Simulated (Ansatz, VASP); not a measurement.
# One calculation of SnSe2, two programs

```
Sn Se
1.0
     3.81745    0.00000    0.00000
    -1.90872    3.30601    0.00000
     0.00000    0.00000    6.40086
Sn Se
1 2
Direct
  0.00000 0.00000 0.00000
  0.66667 0.33333 0.75191
  0.33333 0.66667 0.24809
```

Change from the starting cell: strain along c alone, the other axes held, atoms relaxed: +4.0 %.

Alike in both runs: functional PBEsol; k mesh 12 × 12 × 6; occupations gaussian, width 0.02 eV; no spin polarisation.

Ansatz relaxed the structure, and its values are those at the end. VASP's run is a single point on that final structure, the one shown.

```csv
,VASP,Ansatz
version,VASP 6.6.1,Ansatz 0.2.0
potentials or method,"VASP PAW PBE potentials, release 64 (Sn_d, Se), cutoff 520 eV","scalar-relativistic, plane waves, PAW"
valence electrons in the cell,26,46
```

|  | VASP | Ansatz | Ansatz less VASP |
| --- | --- | --- | --- |
| gap on the k mesh at the Fermi level (eV) | 0.59 | 0.59 | +0.003 |
| least direct gap on the mesh (eV) | 1.10 | 1.10 | +0.003 |
| pressure (GPa) | -0.3 | -0.4 | -0.11 |
| rms of the force components (eV/Å) | 0.009 | 0.000 | -0.0090 |

VASP's potentials were made for PBE, not for PBEsol. The functional is the same, so the differences come from potentials, cutoffs and numerics. VASP's potentials hold 26 valence electrons a cell and Ansatz's 46, so a difference there can come from the potentials and not from the codes. Ansatz's warnings: stress scf threshold loose.
